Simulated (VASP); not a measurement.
# InAs (CsCl type) (Pm-3m) in VASP: a series of runs

Runs on InAs (CsCl type). Level: PBE. Tasks: single point.

Everything below comes from runs of VASP 6.6.1. Logs are shortened: lines on timing, memory, paths and dates and some standing lists are left out, and cuts for length are marked.

## 1. The cell of the first run

It takes space group Pm-3m (No. 221, cubic). The conventional cell has a = 3.505 Å, b = 3.505 Å, c = 3.505 Å, α = 90.00°, β = 90.00°, γ = 90.00°. Within 4.0 Å of In (site symmetry m-3m) lie 8 As at 3.04 Å and 6 In at 3.50 Å. As (site symmetry m-3m) has 8 In at 3.04 Å and 6 As at 3.50 Å within 4.0 Å.

## 2. Single point, PBE (volume scaled by 0.94)

INCAR reads:

```
SYSTEM = InAs
PREC = Accurate ; ENCUT = 520
EDIFF = 1E-7 ; ISMEAR = -1
SIGMA = 0.05 ; LREAL = .False.
LASPH = .True. ; NELM = 100
ALGO = Normal ; ISIF = 2
LWAVE = .False. ; LCHARG = .False.
GGA = PE ; NBANDS = 16
```

KPOINTS reads:

```
Automatic mesh
0
Gamma
  12 12 12
  0 0 0
```

POSCAR reads:

```
InAs
1.0
    3.5049763048      0.0000000000      0.0000000000
    0.0000000000      3.5049763048      0.0000000000
    0.0000000000      0.0000000000      3.5049763048
In As
1 1
Direct
    0.0000000000      0.0000000000      0.0000000000
    0.5000000000      0.5000000000      0.5000000000
```

Potentials or basis: VASP PAW PBE potentials, release 64 (In_d, As).

Command:

```bash
> cat potpaw_PBE.64/In_d/POTCAR potpaw_PBE.64/As/POTCAR > POTCAR
> mpirun -np 1 vasp_std > vasp.out
```

OUTCAR:

```text
SYSTEM = InAs
   PREC = Accurate
   ENCUT = 520
   EDIFF = 1E-7
   ISMEAR = -1
   LREAL = .False.
   LASPH = .True.
   NELM = 100
   ISIF = 2
   GGA = PE

 ion  position               nearest neighbor table
   1  0.000  0.000  0.000-   2 3.04   2 3.04   2 3.04   2 3.04   2 3.04   2 3.04   2 3.04   2 3.04

   2  0.500  0.500  0.500-   1 3.04   1 3.04   1 3.04   1 3.04   1 3.04   1 3.04   1 3.04   1 3.04

  LATTYP: Found a simple cubic cell.
 ALAT       =     3.5049763048

  Lattice vectors:

 A1 = (   3.5049763048,   0.0000000000,   0.0000000000)
 A2 = (   0.0000000000,   3.5049763048,   0.0000000000)
 A3 = (   0.0000000000,   0.0000000000,   3.5049763048)

Analysis of symmetry for initial positions (statically):
=====================================================================
 Subroutine PRICEL returns:
 Original cell was already a primitive cell.

 Routine SETGRP: Setting up the symmetry group for a
 simple cubic supercell.

 Subroutine GETGRP returns: Found 48 space group operations
 (whereof 48 operations were pure point group operations)
 out of a pool of 48 trial point group operations.

The static configuration has the point symmetry O_h .

Analysis of symmetry for dynamics (positions and initial velocities):
=====================================================================
 Subroutine PRICEL returns:
 Original cell was already a primitive cell.

 Routine SETGRP: Setting up the symmetry group for a
 simple cubic supercell.

 Subroutine GETGRP returns: Found 48 space group operations
 (whereof 48 operations were pure point group operations)
 out of a pool of 48 trial point group operations.

The dynamic configuration has the point symmetry O_h .

 Subroutine INISYM returns: Found 48 space group operations
 (whereof 48 operations are pure point group operations),
 and found     1 'primitive' translations

----------------------------------------------------------------------------------------

                                     Primitive cell

  volume of cell :      43.0581

  direct lattice vectors                    reciprocal lattice vectors
     3.504976305  0.000000000  0.000000000     0.285308634  0.000000000  0.000000000
     0.000000000  3.504976305  0.000000000     0.000000000  0.285308634  0.000000000
     0.000000000  0.000000000  3.504976305     0.000000000  0.000000000  0.285308634

  length of vectors
     3.504976305  3.504976305  3.504976305     0.285308634  0.285308634  0.285308634

[... 74 lines left out ...]
   ISPIN  =      1    spin polarized calculation?
   LNONCOLLINEAR =      F non collinear calculations
   LSORBIT =      F    spin-orbit coupling
   LASPH  =      T    aspherical Exc in radial PAW
   ENCUT  =  520.0 eV  38.22 Ry    6.18 a.u.   6.52  6.52  6.52*2*pi/ulx,y,z
   NELM   =    100;   NELMIN=  2; NELMDL= -5     # of ELM steps
   EDIFF  = 0.1E-06   stopping-criterion for ELM
   LREAL  =      F    real-space projection
   EDIFFG = 0.1E-05   stopping-criterion for IOM
   NSW    =      0    number of steps for IOM
   IBRION =     -1    ionic relax: 0-MD 1-quasi-New 2-CG
   NFREE  =      0    steps in history (QN), initial steepest desc. (CG)
   ISIF   =      2    stress and relaxation
   ISYM   =      2    0-nonsym 1-usesym 2-fastsym
   POTIM  = 0.5000    time-step for ionic-motion
   TEBEG  =    0.0;   TEEND  =   0.0 temperature during run
   PSTRESS=    0.0 pullay stress
   NELECT =      18.0000    total number of electrons
   NUPDOWN=      -1.0000    fix difference up-down
   EMIN   =  10.00;   EMAX   =-10.00  energy-range for DOS
   EFERMI =   0.00;   METHOD = LEGACY
   ISMEAR =    -1;   SIGMA  =   0.05  broadening in eV -4-tet -1-fermi 0-gaus
   EFERMI_NEDOS =   21; number of points for ismear=-14 and -15
   IALGO  =     38    algorithm
   IMIX   =      4    mixing-type and parameters
     AMIX     =   0.40;   BMIX     =  1.00
     AMIX_MAG =   1.60;   BMIX_MAG =  1.00
  volume/ion in A,a.u.               =      21.53       145.29
  Fermi-wavevector in a.u.,A,eV,Ry     =   1.224092  2.313198 20.386973  1.498400
  Thomas-Fermi vector in A             =   2.359179
   LORBIT       =      0    0 simple, 1 ext, 2 COOP (PROOUT), +10 PAW based schemes
   GGA     = PE    functional components
   LHFCALC =     F    Hartree Fock is set to
   AEXX    =    0.0000 exact exchange contribution
   IVDW    =     0    specifies the selected vdW correction
   LEPSILON=     F    determine dielectric tensor
   LRPA    =     F    only Hartree local field effects (RPA)
 non-spin polarized calculation
  energy-cutoff  :      520.00
  volume of cell :       43.06
 maximum number of plane-waves:      1189
 NGX is ok and might be reduce to    28
   NGX = 13   NGY = 13   NGZ = 13

 number of electron      18.0000014 magnetization

 Free energy of the ion-electron system (eV)
  ---------------------------------------------------
  ext. energy  EPLUGINS =         0.00000000
  ---------------------------------------------------
  free energy    TOTEN  =        -6.82347803 eV

  energy without entropy =       -6.81205442  energy(sigma->0) =       -6.81776622

 E-fermi :   7.3808     XC(G=0): -10.7041

 val. band max:        7.3416008694   @ k =   0.5000   0.4167   0.4167
 cond. band min:       7.3919418384   @ k =   0.5000   0.0833   0.0000
 fundamental gap:      0.0503409690
 Fermi energy:         7.3808070274

 k-point     1 :       0.0000    0.0000    0.0000
  band No.  band energies     occupation
      1      -7.2106      2.00000
      2      -7.2106      2.00000
      3      -6.9767      2.00000
      4      -6.9767      2.00000
      5      -6.9767      2.00000
      6      -5.5553      2.00000
[... 433 lines left out ...]
      3      -7.0445      2.00000
      4      -7.0263      2.00000
      5      -6.9339      2.00000
      6      -3.0037      2.00000
[... 8 lines left out ...]
     15      17.6601      0.00000
     16      19.4947      0.00000

 [... further k-points ...]
[... 5 lines left out ...]
  --------------------------------------------------------------------------------------
  -------------------------------------------------------------------------------------
  Total        1.0549468      1.0549468      1.0549468     -0.0000000      0.0000000     -0.0000000
  in kB       39.2541778     39.2541778     39.2541778     -0.0000000      0.0000000     -0.0000000
  external PRESSURE =      39.2541778 kB  Pullay stress =       0.0000000 kB

 VOLUME and BASIS-vectors are now :
 -----------------------------------------------------------------------------
  energy-cutoff  :      520.00
  volume of cell :       43.06
      direct lattice vectors                 reciprocal lattice vectors
     3.504976305  0.000000000  0.000000000     0.285308634  0.000000000  0.000000000
     0.000000000  3.504976305  0.000000000     0.000000000  0.285308634  0.000000000
     0.000000000  0.000000000  3.504976305     0.000000000  0.000000000  0.285308634

 POSITION                                       TOTAL-FORCE (eV/Angst)
 -----------------------------------------------------------------------------------
      0.00000      0.00000      0.00000         0.000000      0.000000      0.000000
      1.75249      1.75249      1.75249         0.000000      0.000000      0.000000
 -----------------------------------------------------------------------------------
    total drift:                               -0.000000      0.000000     -0.000000

  FREE ENERGIE OF THE ION-ELECTRON SYSTEM (eV)
  ---------------------------------------------------
  free  energy   TOTEN  =        -6.8234780258 eV

  energy  without entropy=       -6.8120544236  energy(sigma->0) =       -6.81776622
```

Run time: 20 s. Hardware: 1 thread of AMD EPYC 9R45 (Zen 5), shared host; peak memory 0.17 GiB.

Results:

```
Free energy            : -6.8235 eV
Pressure               : 3.9 GPa
Band gap on the k mesh : zero (band 9 reaches 8.48 eV, above the bottom of band 10 at 5.58 eV)
```

Levels at points of the mesh, in eV from the Fermi level:
| k point | band 6 | band 7 | band 8 | band 9 | band 10 | band 11 | band 12 | band 13 |
| --- | --- | --- | --- | --- | --- | --- | --- | --- |
| (0.00, 0.00, 0.00) | -12.94 | -2.14 | -0.82 | -0.82 | -0.82 | 4.87 | 4.87 | 9.81 |
| (0.50, 0.00, 0.00) | -11.30 | -7.59 | 0.98 | 0.98 | 2.24 | 3.53 | 4.97 | 4.97 |
| (0.50, 0.50, 0.00) | -9.70 | -4.90 | -4.90 | -3.90 | 1.47 | 6.60 | 6.60 | 7.76 |
| (0.50, 0.50, 0.50) | -9.19 | -2.33 | -2.33 | -2.33 | -1.16 | -0.25 | -0.25 | -0.25 |

Caveat: the cell differs from its parent crystal (volume scaled by 0.94); spin-orbit coupling is left out, which moves the levels of the heavy elements.

## 3. Single point, PBE

This run uses another cell than the first one, of 22.90 Å³/atom, 1.064 times its volume.

INCAR reads:

```
SYSTEM = InAs
PREC = Accurate
ENCUT = 520
EDIFF = 1E-7
ISMEAR = -1
SIGMA = 0.05
LREAL = .False.
LASPH = .True.
NELM = 60
ALGO = Normal
ISIF = 2
LWAVE = .False.
LCHARG = .False.
GGA = PE
NBANDS = 16
```

KPOINTS is that of step 2.

POSCAR reads:

```
InAs
1.0
    3.5780175664      0.0000000000      0.0000000000
    0.0000000000      3.5780175664      0.0000000000
    0.0000000000      0.0000000000      3.5780175664
In As
1 1
Direct
    0.0000000000      0.0000000000      0.0000000000
    0.5000000000      0.5000000000      0.5000000000
```

Potentials or basis: VASP PAW PBE potentials, release 64 (In_d, As).

Command:

```bash
> cat potpaw_PBE.64/In_d/POTCAR potpaw_PBE.64/As/POTCAR > POTCAR
> mpirun -np 1 vasp_std > vasp.out
```

It took 21 s on 1 thread of AMD EPYC 9R45 (Zen 5), shared host; peak memory 0.17 GiB.

It converged, with:

```
Free energy            : -6.8563 eV
Pressure               : 0.0 GPa
Band gap on the k mesh : zero (band 9 reaches 7.65 eV, above the bottom of band 10 at 4.81 eV)
```

Levels at points of the mesh, in eV from the Fermi level:
```
           k point  band 7  band 8  band 9  band 10  band 11  band 12
(0.00, 0.00, 0.00)   -2.42   -0.72   -0.72    -0.72     4.92     4.92
(0.50, 0.00, 0.00)   -7.19    0.92    0.92     2.06     3.17     4.88
(0.50, 0.50, 0.00)   -4.52   -4.52   -3.79     1.39     6.35     6.35
(0.50, 0.50, 0.50)   -2.16   -2.16   -2.16    -1.32    -0.05    -0.05
```

Caveat: spin-orbit coupling is left out, which moves the levels of the heavy elements.

## 4. Single point, PBE

This run uses another cell than the first one, of 22.90 Å³/atom, 1.064 times its volume.

INCAR reads:

```
PREC     = Accurate       # precision mode
ENCUT    = 520            # plane-wave cutoff, eV
EDIFF    = 1E-6           # SCF threshold, eV
ISMEAR   = -1             # smearing method
SIGMA    = 0.05           # smearing width, eV
LREAL    = False          # projectors in reciprocal space
LASPH    = True           # aspherical terms in the spheres
NELM     = 80             # most SCF steps
ALGO     = Normal         # electronic algorithm
ISIF     = 2              # what is computed and relaxed
LWAVE    = False          # write WAVECAR
LCHARG   = True           # write CHGCAR
GGA      = PE             # functional
LELF     = True           # ELF
LVHAR    = True         
NBANDS   = 16             # bands
```

KPOINTS reads:

```
Automatic mesh
0
Gamma
  12 12 12
```

POSCAR is that of step 3.

Potentials or basis: VASP PAW PBE potentials, release 64 (In_d, As).

Command:

```bash
> cat potpaw_PBE.64/In_d/POTCAR potpaw_PBE.64/As/POTCAR > POTCAR
> mpirun -np 1 vasp_std > vasp.out
```

OUTCAR:

```text
PREC = Accurate
   ENCUT = 520
   EDIFF = 1E-6
   ISMEAR = -1
   LREAL = False
   LASPH = True
   NELM = 80
   ISIF = 2
   GGA = PE

 ion  position               nearest neighbor table
   1  0.000  0.000  0.000-   2 3.10   2 3.10   2 3.10   2 3.10   2 3.10   2 3.10   2 3.10   2 3.10

   2  0.500  0.500  0.500-   1 3.10   1 3.10   1 3.10   1 3.10   1 3.10   1 3.10   1 3.10   1 3.10

  LATTYP: Found a simple cubic cell.
 ALAT       =     3.5780175664

  Lattice vectors:
[... 192 lines left out ...]
      5      -7.6391      2.00000
      6      -5.8376      2.00000
[... 433 lines left out ...]
      3      -7.6945      2.00000
      4      -7.6797      2.00000
      5      -7.6027      2.00000
      6      -3.5848      2.00000
[... 8 lines left out ...]
     15      16.7185      0.00000
     16      18.4006      0.00000

 [... further k-points ...]
[... 5 lines left out ...]
  --------------------------------------------------------------------------------------
  -------------------------------------------------------------------------------------
  Total        0.0024088      0.0024088      0.0024088     -0.0000000     -0.0000000     -0.0000000
  in kB        0.0842524      0.0842524      0.0842524     -0.0000000     -0.0000000     -0.0000000
  external PRESSURE =       0.0842524 kB  Pullay stress =       0.0000000 kB

 VOLUME and BASIS-vectors are now :
 -----------------------------------------------------------------------------
  energy-cutoff  :      520.00
  volume of cell :       45.81
      direct lattice vectors                 reciprocal lattice vectors
     3.578017566  0.000000000  0.000000000     0.279484374  0.000000000  0.000000000
     0.000000000  3.578017566  0.000000000     0.000000000  0.279484374  0.000000000
     0.000000000  0.000000000  3.578017566     0.000000000  0.000000000  0.279484374

 POSITION                                       TOTAL-FORCE (eV/Angst)
 -----------------------------------------------------------------------------------
      0.00000      0.00000      0.00000         0.000000      0.000000      0.000000
      1.78901      1.78901      1.78901         0.000000      0.000000      0.000000
 -----------------------------------------------------------------------------------
    total drift:                               -0.000000      0.000000     -0.000000

  FREE ENERGIE OF THE ION-ELECTRON SYSTEM (eV)
  ---------------------------------------------------
  free  energy   TOTEN  =        -6.8562786770 eV

  energy  without entropy=       -6.8433003464  energy(sigma->0) =       -6.84978951
```

OSZICAR:

```text
N       E                     dE             d eps       ncg     rms          rms(c)
DAV:   1     0.107241515764E+03    0.10724E+03   -0.83810E+03  2712   0.128E+03
DAV:   2    -0.375302623671E+00   -0.10762E+03   -0.10320E+03  3016   0.299E+02
DAV:   3    -0.679538342499E+01   -0.64201E+01   -0.63590E+01  3472   0.688E+01
DAV:   4    -0.694284838610E+01   -0.14746E+00   -0.14742E+00  3416   0.107E+01
DAV:   5    -0.694919140761E+01   -0.63430E-02   -0.63430E-02  3896   0.194E+00    0.289E+00
DAV:   6    -0.686458466113E+01    0.84607E-01   -0.11846E-01  3616   0.626E+00    0.165E+00
DAV:   7    -0.685748329995E+01    0.71014E-02   -0.23157E-02  3816   0.158E+00    0.528E-01
DAV:   8    -0.685630419240E+01    0.11791E-02   -0.24579E-03  3416   0.592E-01    0.718E-02
DAV:   9    -0.685628457732E+01    0.19615E-04   -0.32122E-04  3776   0.230E-01    0.581E-02
DAV:  10    -0.685627923405E+01    0.53433E-05   -0.22544E-05  3792   0.597E-02    0.251E-02
DAV:  11    -0.685627867698E+01    0.55707E-06   -0.48297E-06  3336   0.295E-02
   1 F= -.68562787E+01 E0= -.68497895E+01  d E =-.129783E-01
```

It took 18 s on 1 thread of AMD EPYC 9R45 (Zen 5), shared host; peak memory 0.17 GiB.

What came out:

| Item | Value |
| --- | --- |
| Free energy | -6.8563 eV |
| Pressure | 0.0 GPa |
| Band gap on the k mesh | zero (band 9 reaches 7.65 eV, above the bottom of band 10 at 4.81 eV) |

Caveat: spin-orbit coupling is left out, which moves the levels of the heavy elements.
